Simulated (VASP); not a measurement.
Runs of VASP 6.6.1 on Ta. The structure is that of space group Im-3m (No. 229), or close to it. The cells are those of the table. 

```csv
cell,gap on the mesh (eV),pressure (GPa)
"a = 2.763 Å, angles 109.5°, 1 atom",none,(b)
"a = 2.950 Å, angles 109.5°, 1 atom",none,-18.8
"a = 2.803 Å, angles 109.5°, 1 atom",none,(a)
"a = 2.915 Å, angles 109.5°, 1 atom",none,-13.5
"a = 2.878 Å, angles 109.5°, 1 atom",none,-7.2
"a = 2.722 Å, angles 109.5°, 1 atom",none,34.4
```

Alike in all rows: task single point; level PBEsol; potentials or basis VASP PAW PBE potentials, release 64 (Ta_pv); no spin polarisation; k mesh 22 × 22 × 22; cutoff (eV) 520; smearing gaussian 0.15 eV.

**Question.** Fill in the values left out.

**Answer.** (a) 9.6; (b) 20.7.

Caveats: the PAW data sets were made with another functional, which shifts forces and pressure a little; spin-orbit coupling is left out, which moves the levels of the heavy elements.

A k mesh can miss the band edges, and the runs leave out spin-orbit coupling on Ta.

A gap of «none» marks levels without a gap at the run's occupations.
